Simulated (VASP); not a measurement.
Input of a VASP 6.6.1 run:

POSCAR

```
MgB2
1.0
    3.0935033252      0.0000000000      0.0000000000
   -1.5467516626      2.6790524663      0.0000000000
    0.0000000000      0.0000000000      3.5105801483
Mg B
1 2
Direct
    0.0000000000      0.0000000000      0.0000000000
    0.3333333333      0.6666666667      0.5000000000
    0.6666666667      0.3333333333      0.5000000000
```

INCAR.step1

```
SYSTEM = MgB2
PREC = Accurate
ENCUT = 920
ISMEAR = 0
SIGMA = 0.05
LREAL = .False.
LASPH = .True.
NELM = 120
NBANDS = 15
GGA = PE
ALGO = Normal
EDIFF = 1E-5
LWAVE = .True.
LCHARG = .False.
GGA_COMPAT = .False.
```

The input INCAR.step2:

```
SYSTEM = MgB2
PREC = Accurate
ENCUT = 920
EDIFF = 1E-6
ISMEAR = 0
SIGMA = 0.05
LREAL = .False.
LASPH = .True.
NELM = 120
ALGO = Normal
ISIF = 2
LWAVE = .False.
LCHARG = .False.
METAGGA = R2SCAN
LMIXTAU = .True.
LUSE_VDW = .True.
IVDW_NL = 2
BPARAM = 11.95
CPARAM = 0.0093
NBANDS = 15
ISTART = 1
GGA_COMPAT = .False.
```

The input KPOINTS:

```
regular mesh
0
Gamma
  8 8 6
  0 0 0
```

Potentials or basis: VASP PAW PBE potentials, release 64 (Mg_sv, B).

The run is started by

```sh
$ cat potpaw_PBE.64/Mg_sv/POTCAR potpaw_PBE.64/B/POTCAR > POTCAR
$ cp INCAR.step1 INCAR
$ mpirun -np 1 vasp_std > vasp.out
$ cp INCAR.step2 INCAR
$ mpirun -np 1 vasp_std > vasp.out
```

Q: What does it give for the band gap on the k mesh?

A: Zero (bands 8 and 9 overlap by 2.70 eV).

Q: Predict the pressure.

A: -2.9 GPa.

Stress tensor (GPa, compression positive):
```
-2.92  0.00  0.00
 0.00 -2.92  0.00
 0.00  0.00 -2.82
```

Caveat: the PAW data sets were made with another functional, which shifts forces and pressure a little.
